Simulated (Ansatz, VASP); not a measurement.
Two plane-wave programs on PtSe2

```
Pt Se
1.0
    -1.88495    3.26483    0.00000
     0.00000    0.00000    4.82449
     5.65485    3.26483    0.00000
Pt Se
2 4
Direct
  0.00000 0.00000 0.00000
  0.50000 0.00000 0.50000
  0.50000 0.26555 0.16667
  0.00000 0.26555 0.66667
  0.00000 0.73445 0.33333
  0.50000 0.73445 0.83333
```

Alike in both runs: task relaxation of cell and atoms; functional PBE; dispersion D3(BJ); k mesh 10 × 8 × 6; occupations gaussian, width 0.1 eV; no spin polarisation.

```csv
,VASP,Ansatz
version,VASP 6.6.1,Ansatz 0.2.0
potentials or method,"VASP PAW PBE potentials, release 64 (Pt, Se), cutoff 600 eV","scalar-relativistic, plane waves, PAW"
valence electrons in the cell,44,100
```

```tsv
	VASP	Ansatz	Ansatz less VASP
gap on the k mesh at the Fermi level, each at its own relaxed structure (eV)	none	none	-
relaxed volume (Å³/atom)	19.79	19.79	0.000
relaxed length of the cell vector where the two differ most in proportion (Å)	6.530	6.530	0.0000
```

A gap of «none» marks a metal or a gap that the smearing closes. VASP's potentials hold 44 valence electrons a cell and Ansatz's 100, so a difference there can come from the potentials and not from the codes.

Spin-orbit coupling is off throughout. Noted on VASP's run: the relaxation stopped at its first step, so nothing moved.
